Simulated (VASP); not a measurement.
# BN (Fmm2) in VASP: further runs

Runs on BN. Level: PBEsol. Tasks: elastic constants, vibrations by perturbation theory.

All numbers are computed with VASP 6.6.1; they aren't measurements. Logs are shortened: lines on timing, memory, paths and dates and some standing lists are left out, and cuts for length are marked.

**1. The cell of the first run**

It takes space group Fmm2 (No. 42, orthorhombic). Conventional cell: a = 2.505 Å, b = 7.139 Å, c = 4.336 Å, α = 90.00°, β = 90.00°, γ = 90.00°. B (site symmetry mm2) has 3 N at 1.45 Å within 1.9 Å. N (site symmetry mm2) has 3 B at 1.45 Å within 1.9 Å.

**2. Elastic constants, PBEsol**

INCAR

```
ALGO = Normal
EDIFF = 1E-8
ENCUT = 600
GGA = PS
IBRION = 6
ISIF = 3
ISMEAR = 0
LASPH = T
LCHARG = F
LREAL = F
LWAVE = F
NBANDS = 11
NELM = 60
NFREE = 2
NSW = 1
POTIM = 0.015
PREC = Accurate
SIGMA = 0.01
```

KPOINTS

```
k-points
0
Gamma
  2 2 2
```

POSCAR

```
BN
1.0
    0.0000000000      3.5696232217      2.1677973122
    1.2524391564      0.0000000000      2.1677973122
    1.2524391564      3.5696232217      0.0000000000
B N
1 1
Direct
    0.0000655587      0.0000655587      0.9999344413
    0.6666344313      0.6666344313      0.3333655687
```

Potentials or basis: VASP PAW PBE potentials, release 64 (B, N).

On the command line:

```
> cat potpaw_PBE.64/B/POTCAR potpaw_PBE.64/N/POTCAR > POTCAR
> mpirun -np 1 vasp_std > vasp.out
```

OUTCAR:

```text
EDIFF = 1E-8
   ENCUT = 600
   GGA = PS
   IBRION = 6
   ISIF = 3
   ISMEAR = 0
   LASPH = T
   LREAL = F
   NELM = 60
   NFREE = 2
   NSW = 1
   POTIM = 0.015
   PREC = Accurate

 ion  position               nearest neighbor table
   1  0.000  0.000  1.000-   2 1.45   2 1.45   2 1.45
   2  0.667  0.667  0.333-   1 1.45   1 1.45   1 1.45

  LATTYP: Found a face centered orthorhombic cell.
 ALAT       =     2.5048783128
 B/A-ratio  =     1.7308603784
 C/A-ratio  =     2.8501370334

  Lattice vectors:

 A1 = (   0.0000000000,   3.5696232217,   2.1677973122)
 A2 = (  -1.2524391564,   3.5696232217,   0.0000000000)
 A3 = (  -1.2524391564,   0.0000000000,   2.1677973122)

Analysis of symmetry for initial positions (statically):
=====================================================================
 Subroutine PRICEL returns:
 Original cell was already a primitive cell.

 Routine SETGRP: Setting up the symmetry group for a
 face centered orthorhombic supercell.

 Subroutine GETGRP returns: Found  4 space group operations
 (whereof  4 operations were pure point group operations)
 out of a pool of  8 trial point group operations.

The static configuration has the point symmetry C_2v.

Analysis of symmetry for dynamics (positions and initial velocities):
=====================================================================
 Subroutine PRICEL returns:
 Original cell was already a primitive cell.

 Routine SETGRP: Setting up the symmetry group for a
 face centered orthorhombic supercell.

 Subroutine GETGRP returns: Found  4 space group operations
 (whereof  4 operations were pure point group operations)
 out of a pool of  8 trial point group operations.

The dynamic configuration has the point symmetry C_2v.

 Subroutine INISYM returns: Found  4 space group operations
 (whereof  4 operations are pure point group operations),
 and found     1 'primitive' translations

----------------------------------------------------------------------------------------

                                     Primitive cell
[... 307 lines left out ...]
  ext. energy  EPLUGINS =         0.00000000
  ---------------------------------------------------
  free energy    TOTEN  =       -16.68019221 eV

  energy without entropy =      -16.68019221  energy(sigma->0) =      -16.68019221

 E-fermi :   1.6406     XC(G=0):  -9.6878

 val. band max:        1.5088306091   @ k =   0.5000   0.5000   0.0000
 cond. band min:       5.7827331754   @ k =   0.0000   0.5000   0.5000
 fundamental gap:      4.2739025663
 Fermi energy:         1.6406158343

 k-point     1 :       0.0000    0.0000    0.0000
  band No.  band energies     occupation
      1     -15.7039      2.00000
      2      -2.5723      2.00000
      3       0.6349      2.00000
      4       0.9866      2.00000
      5       6.4463      0.00000
      6      13.1565      0.00000
      7      13.6927      0.00000
      8      14.9636      0.00000
      9      16.3013      0.00000
     10      27.1502      0.00000
     11      27.8479      0.00000
[... 83 lines left out ...]
  FREE ENERGIE OF THE ION-ELECTRON SYSTEM (eV)
  ---------------------------------------------------
  free  energy   TOTEN  =       -16.6801922145 eV

  energy  without entropy=      -16.6801922145  energy(sigma->0) =      -16.68019221

 INTERNAL STRAIN TENSORS FROM STRAINED CELLS
 ============================================

 INTERNAL STRAIN TENSOR FOR ION    1 for displacements in x,y,z  (eV/Angst):
          X           Y           Z          XY          YZ          ZX
  --------------------------------------------------------------------------------
  x     0.00000     0.00000     0.00000     0.00000     0.00000    14.77071
  y     0.00000     0.00000     0.00000     0.00000     0.02809     0.00000
  z    14.72630    -0.08675   -14.80154     0.00082     0.00004    -0.00054

 INTERNAL STRAIN TENSORS FROM DISPLACED ATOMS
 ============================================

 INTERNAL STRAIN TENSOR FOR ION    1 for displacements in x,y,z  (eV/Angst):
          X           Y           Z          XY          YZ          ZX
  --------------------------------------------------------------------------------
  x     0.00000     0.00000     0.00000     0.00000     0.00000    14.77879
  y     0.00000     0.00000     0.00000     0.00000     0.03042     0.00000
  z    14.68172    -0.08712   -14.73047     0.00000     0.00000     0.00000

 INTERNAL STRAIN TENSOR FOR ION    2 for displacements in x,y,z  (eV/Angst):
          X           Y           Z          XY          YZ          ZX
  --------------------------------------------------------------------------------
  x     0.00000     0.00000     0.00000     0.00000     0.00000   -14.77356
  y     0.00000     0.00000     0.00000     0.00000    -0.03111     0.00000
  z   -14.68074     0.08709    14.73107     0.00000     0.00000     0.00000

 Eigenvectors and eigenvalues of the dynamical matrix
 ----------------------------------------------------

   1 f  =   43.656725 THz   274.303294 2PiTHz 1456.231601 cm-1   180.549626 meV
             X         Y         Z           dx          dy          dz
      1.252439  3.569623  0.000284     0.751193    0.000000    0.000000
      1.252439  3.569623  2.890257    -0.660083    0.000000    0.000000
[... 21 lines left out ...]
   6 f/i=    0.000611 THz     0.003842 2PiTHz    0.020397 cm-1     0.002529 meV
             X         Y         Z           dx          dy          dz
      1.252439  3.569623  0.000284     0.000000    0.000000   -0.660099
      1.252439  3.569623  2.890257     0.000000    0.000000   -0.751179

--------------------------------------------------------------------------------------------------------

 ELASTIC MODULI CONTR FROM IONIC RELAXATION (kBar)
 Direction    XX          YY          ZZ          XY          YZ          ZX
 --------------------------------------------------------------------------------
 XX        -374.5911      2.2224    375.8552      0.0000      0.0000      0.0000
 YY           2.2224     -0.0132     -2.2299      0.0000      0.0000      0.0000
 ZZ         375.8552     -2.2299   -377.1235      0.0000      0.0000      0.0000
 XY           0.0000      0.0000      0.0000      0.0000      0.0000      0.0000
 YZ           0.0000      0.0000      0.0000      0.0000     -0.0049      0.0000
 ZX           0.0000      0.0000      0.0000      0.0000      0.0000   -379.3533
 --------------------------------------------------------------------------------

 TOTAL ELASTIC MODULI (kBar)
 Direction    XX          YY          ZZ          XY          YZ          ZX
 --------------------------------------------------------------------------------
 XX        8857.1577     -8.5917   1781.2538      0.0000      0.0000      0.0000
 YY          -8.5917    237.0633    -65.5383      0.0000      0.0000      0.0000
 ZZ        1781.2538    -65.5383   8891.3614      0.0000      0.0000      0.0000
 XY           0.0000      0.0000      0.0000    -26.7112      0.0000      0.0000
 YZ           0.0000      0.0000      0.0000      0.0000    -33.4104      0.0000
 ZX           0.0000      0.0000      0.0000      0.0000      0.0000   3549.8116
 --------------------------------------------------------------------------------
```

stdout:

```text
POSCAR found type information on POSCAR B N
 POSCAR found :  2 types and       2 ions
 scaLAPACK will be used
 -----------------------------------------------------------------------------
|                                                                             |
|                                                                             |
|     You enforced a specific xc type in the INCAR file but a different       |
|     I HOPE YOU KNOW WHAT YOU ARE DOING!                                     |
[... 48 lines left out ...]
 Finite differences progress:
 bond charge predicted
 Finite differences progress:
 bond charge predicted
 Finite differences progress:
 bond charge predicted
 Finite differences progress:
 bond charge predicted
 Finite differences progress:
 bond charge predicted
 Finite differences progress:
 bond charge predicted
 Finite differences progress:
```

It took 49 s on 1 thread of Intel Xeon Platinum 8488C (Sapphire Rapids), shared host; peak memory 0.15 GiB.

Results:

| Property | Result |
| --- | --- |
| Voigt bulk modulus | 238 GPa |
| Highest phonon frequency at Γ, LO-TO splitting left out | 1456 cm⁻¹ |

Phonon frequencies in cm⁻¹ (negative: imaginary):
```csv
q point,frequencies
"(0.000, 0.000, 0.000)",0 0 0 841 1456 1456
```

Elastic tensor in Voigt notation (GPa, in the Cartesian axes of the cell as first typed):
```
886  -1 178   0   0   0
 -1  24  -7   0   0   0
178  -7 889   0   0   0
  0   0   0  -3   0   0
  0   0   0   0 355   0
  0   0   0   0   0  -3
```

Clamped-ion elastic tensor (GPa):
```
923  -1 141   0   0   0
 -1  24  -6   0   0   0
141  -6 927   0   0   0
  0   0   0  -3   0   0
  0   0   0   0 393   0
  0   0   0   0   0  -3
```

Caveat: the k points lie up to 1.51 Å⁻¹ apart; the cell is under stress, which shifts elastic constants; the elastic tensor has a negative eigenvalue, so either the cell is unstable as it stands or the mesh is too thin; the PAW data sets were made with another functional, which shifts forces and pressure a little.

**3. Vibrations by perturbation theory, PBEsol**

INCAR

```
SYSTEM = BN
  PREC = Accurate
  ENCUT = 520
  EDIFF = 1E-8
  ISMEAR = 0
  SIGMA = 0.01
  LREAL = .FALSE.
  LASPH = .TRUE.
  NELM = 80
  ALGO = Normal
  ISIF = 2
  LWAVE = .FALSE.
  LCHARG = .TRUE.
  GGA = PS
  IBRION = 8
  NSW = 1
  LEPSILON = .TRUE.
```

KPOINTS

```
regular mesh
0
G
  12 12 12
  0 0 0
```

POSCAR is that of step 2.

Potentials or basis: VASP PAW PBE potentials, release 64 (B, N).

On the command line:

```
> cat potpaw_PBE.64/B/POTCAR potpaw_PBE.64/N/POTCAR > POTCAR
> mpirun -np 1 vasp_std > vasp.out
```

OUTCAR:

```text
SYSTEM = BN
   PREC = Accurate
   ENCUT = 520
   EDIFF = 1E-8
   ISMEAR = 0
   LREAL = .FALSE.
   LASPH = .TRUE.
   NELM = 80
   ISIF = 2
   GGA = PS
   IBRION = 8
   NSW = 1
   LEPSILON = .TRUE.

 ion  position               nearest neighbor table
   1  0.000  0.000  1.000-   2 1.45   2 1.45   2 1.45
   2  0.667  0.667  0.333-   1 1.45   1 1.45   1 1.45

  LATTYP: Found a face centered orthorhombic cell.
 ALAT       =     2.5048783128
 B/A-ratio  =     1.7308603784
 C/A-ratio  =     2.8501370334

  Lattice vectors:

 A1 = (   0.0000000000,   3.5696232217,   2.1677973122)
 A2 = (  -1.2524391564,   3.5696232217,   0.0000000000)
 A3 = (  -1.2524391564,   0.0000000000,   2.1677973122)

Analysis of symmetry for initial positions (statically):
=====================================================================
[... 580 lines left out ...]

 SECOND DERIVATIVES (NOT SYMMETRIZED)
 ------------------------------------
               1X          1Y          1Z          2X          2Y          2Z
  1X   -41.637092    0.000000    0.000000   41.637092    0.000000    0.000000
  1Y     0.000000  -12.976322    0.000000    0.000000   12.976322    0.000000
  1Z     0.000000    0.000000  -41.632738    0.000000    0.000000   41.632738
  2X    41.641246    0.000000    0.000000  -41.641246    0.000000    0.000000
  2Y     0.000000   12.975585    0.000000    0.000000  -12.975585    0.000000
  2Z     0.000000    0.000000   41.620514    0.000000    0.000000  -41.620514

 Eigenvectors and eigenvalues of the dynamical matrix
 ----------------------------------------------------

   1 f  =   40.843108 THz   256.624818 2PiTHz 1362.379447 cm-1   168.913447 meV
             X         Y         Z           dx          dy          dz
      1.252439  3.569623  0.000284     0.751172    0.000000    0.000000
      1.252439  3.569623  2.890257    -0.660107   -0.000000    0.000000
[... 21 lines left out ...]
   6 f/i=    0.002973 THz     0.018682 2PiTHz    0.099179 cm-1     0.012297 meV
             X         Y         Z           dx          dy          dz
      1.252439  3.569623  0.000284     0.000000    0.000000    0.660034
      1.252439  3.569623  2.890257     0.000000    0.000000    0.751236

--------------------------------------------------------------------------------------------------------

 MACROSCOPIC STATIC DIELECTRIC TENSOR IONIC CONTRIBUTION
 ------------------------------------------------------
           1.639463     0.000000     0.000000
           0.000000     0.260060     0.000000
           0.000000     0.000000     1.637613
 ------------------------------------------------------

 ELASTIC MODULI CONTR FROM IONIC RELAXATION (kBar)
 Direction    XX          YY          ZZ          XY          YZ          ZX
 --------------------------------------------------------------------------------
 XX        -336.6096      2.1477    335.7751      0.0000      0.0000      0.0000
 YY           2.1477     -0.0137     -2.1424      0.0000      0.0000      0.0000
 ZZ         335.7751     -2.1424   -334.9426      0.0000      0.0000      0.0000
 XY           0.0000      0.0000      0.0000      0.0000      0.0000      0.0000
 YZ           0.0000      0.0000      0.0000      0.0000     -0.0857      0.0000
 ZX           0.0000      0.0000      0.0000      0.0000      0.0000   -358.1621
 --------------------------------------------------------------------------------

 PIEZOELECTRIC TENSOR IONIC CONTR  for field in x, y, z        (C/m^2)
          XX          YY          ZZ          XY          YZ          ZX
  --------------------------------------------------------------------------------
  x     0.00000     0.00000     0.00000     0.00000     0.00000     0.72105
  y     0.00000     0.00000     0.00000     0.00000    -0.00444     0.00000
  z     0.69862    -0.00446    -0.69689     0.00000     0.00000     0.00000
```

stdout:

```text
POSCAR found type information on POSCAR B N
 POSCAR found :  2 types and       2 ions
 scaLAPACK will be used
 -----------------------------------------------------------------------------
|                                                                             |
|                                                                             |
[... 55 lines left out ...]
 first order change of Fermi-energy  -0.21809E-04
 force on displaced ion       2 direction 2 :   0.000 -12.976  -0.001
 Born effective charge ion    2 direction 2 :   0.000  -0.601  -0.000
 Linear response progress:
 first order change of Fermi-energy   0.73178E+00
 force on displaced ion       2 direction 3 :   0.000   0.000 -41.621
 Born effective charge ion    2 direction 3 :   0.000   0.000  -2.701
 Born effective charges drift removed
 Linear response finished
```

Wall time 8.8 min (1 thread of Intel Xeon Platinum 8375C at 2.90GHz (Ice Lake), shared host); peak memory 0.38 GiB.

Results:

* Electronic dielectric tensor (diagonal): 4.58, 2.42, 4.59
* Born charges (mean of the diagonal): B +2.00; N -2.00 e
* Highest phonon frequency at Γ, LO-TO splitting left out: 1362 cm⁻¹

Phonon frequencies in cm⁻¹ (negative: imaginary):
| q point | frequencies |
| --- | --- |
| (0.000, 0.000, 0.000) | 0 0 0 761 1362 1362 |

Electronic dielectric tensor:
```
4.58 0.00 0.00
0.00 2.42 0.00
0.00 0.00 4.59
```

Born effective charge tensors (e):
atom 1, B
```
2.70 0.00 0.00
0.00 0.60 0.00
0.00 0.00 2.70
```
atom 2, N
```
-2.70  0.00  0.00
 0.00 -0.60  0.00
 0.00  0.00 -2.70
```

Caveat: the PAW data sets were made with another functional, which shifts forces and pressure a little.
